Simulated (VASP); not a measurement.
Here is a VASP 6.6.1 calculation.

Contents of INCAR:

```
ALGO     = Normal         # electronic algorithm
EDIFF    = 1E-6           # SCF threshold, eV
ENCUT    = 520            # plane-wave cutoff, eV
GGA      = RP             # functional
ISIF     = 2              # what is computed and relaxed
ISMEAR   = 0              # smearing method
ISPIN    = 2              # spin polarisation
IVDW     = 13             # dispersion correction
LASPH    = True           # aspherical terms in the spheres
LCHARG   = False          # write CHGCAR
LDAU     = True           # DFT+U
LDAUJ    = 0 0          
LDAUL    = 2 -1           # shell
LDAUPRINT= 1            
LDAUTYPE = 2            
LDAUU    = 3.3 0          # U, eV
LMAXMIX  = 4              # l up to which the mixer works
LORBIT   = 11             # projections on sites
LREAL    = False          # projectors in reciprocal space
LWAVE    = False          # write WAVECAR
MAGMOM   = 2.88 0.24      # initial moments
NBANDS   = 18             # bands
NELM     = 150            # most SCF steps
PREC     = Accurate       # precision mode
SIGMA    = 0.05           # smearing width, eV
```

The input KPOINTS:

```
k-points
0
Gamma
  10 10 10
```

File POSCAR:

```
CoO
1.0
    0.0000000000      2.1462294328      2.1462294328
    2.1462294328      0.0000000000      2.1462294328
    2.1462294328      2.1462294328      0.0000000000
Co O
1 1
Direct
    0.0000000000      0.0000000000      0.0000000000
    0.5000000000      0.5000000000      0.5000000000
```

Potentials or basis: VASP PAW PBE potentials, release 64 (Co, O).

Command:

```console
$ cat potpaw_PBE.64/Co/POTCAR potpaw_PBE.64/O/POTCAR > POTCAR
$ mpirun -np 1 vasp_std > vasp.out
```

**Question.** Predict the net moment.

**Answer.** 3.00 μB per cell.

**Question.** Estimate the dispersion energy per atom.

**Answer.** -0.583 eV.

**Question.** What does it give for the pressure?

**Answer.** -6.2 GPa.

Eigenvalues of the final occupation matrices:
```tsv
site	spin	trace	eigenvalues
site 1 d	1	4.92	0.97 0.97 0.97 1.01 1.01
site 1 d	2	2.22	0.13 0.13 0.65 0.65 0.65
```

Caveat: the cell stands under tension; the PAW data sets were made with another functional, which shifts forces and pressure a little; a cell with one magnetic atom can't hold antiferromagnetic order, which such compounds often take. The state reached can hang on the start; a lower one may exist.
